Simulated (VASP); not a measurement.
Here is a VASP 6.6.1 calculation.

Contents of INCAR:

```
SYSTEM = H
PREC = Accurate
ENCUT = 520
EDIFF = 1E-6
ISMEAR = 0
SIGMA = 0.05
LREAL = .FALSE.
LASPH = .TRUE.
NELM = 80
ALGO = Normal
ISIF = 2
LWAVE = .FALSE.
LCHARG = .FALSE.
NBANDS = 6
```

The input KPOINTS:

```
Automatic mesh
0
G
  10 10 26
  0 0 0
```

POSCAR

```
H
1.0
    2.6496387389      0.0000000000      0.0000000000
    0.0000000000      2.6496387389      0.0000000000
    0.0000000000      0.0000000000      0.9804929200
H
1
Direct
    0.0000000000      0.0000000000      0.5000000000
```

Potentials or basis: VASP PAW LDA potentials, release 64 (H).

Command:

```console
$ cat potpaw_LDA.64/H/POTCAR > POTCAR
$ mpirun -np 1 vasp_std > vasp.out
```

Task: What does it give for the pressure?

Result: 1.3 GPa.

Stress tensor (GPa, compression positive):
```
0.00 0.00 0.00
0.00 0.00 0.00
0.00 0.00 4.00
```
